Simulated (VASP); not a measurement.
The system is BeTe.

```
Be Te
1.0
     3.06965    0.00000    0.00000
    -1.53482    2.65839    0.00000
     0.00000    0.00000    5.01273
Be Te
1 1
Direct
  0.66667 0.33333 0.50000
  0.33333 0.66667 0.00000
```

| Property | Result |
| --- | --- |
| Program | VASP 6.6.1 |
| Task | relaxation of cell and atoms |
| Functional | PBE |
| Potentials or basis | VASP PAW PBE potentials, release 64 (Be, Te) |
| Cutoff | 600 eV |
| k mesh | 24 × 24 × 12 |
| Occupations | gaussian, width 0.1 eV |
| Spin | no spin polarisation |

At the start: pressure 1.0 GPa; volume 20.45 Å³/atom.

Question: How do energy, volume and symmetry change on relaxing?

Answer: Over 12 steps the energy falls by 703.1 meV/atom and the volume is 20.15 Å³/atom (-1.5 %); space group P-6m2 (No. 187, to 0.05 Å).

Step by step:
```tsv
step	energy change (eV)	largest force (eV/Å)	pressure (GPa)	volume (Å³)
1	0.0000	0.0000	1.03	40.91
2	-0.1242	0.0000	-1.15	41.62
3	-0.7180	0.0000	-4.11	42.93
4	-1.0528	0.0000	3.48	40.99
5	-1.3158	0.0000	-4.03	42.87
6	-1.3770	0.0000	-3.13	42.59
7	-1.3853	0.0000	-2.84	42.49
8	-1.3143	0.0000	5.90	37.71
9	-1.4026	0.0000	-0.70	40.95
10	-1.4027	0.0000	-0.58	40.88
11	-1.4061	0.0000	0.05	40.24
12	-1.4062	0.0000	-0.02	40.30
```

Final structure:
```
CELL_PARAMETERS angstrom
3.72093 0.00000 0.00000
-1.86046 3.22242 0.00000
0.00000 0.00000 3.36123
ATOMIC_POSITIONS crystal
Be 0.66667 0.33333 0.50000
Te 0.33333 0.66667 0.00000
```
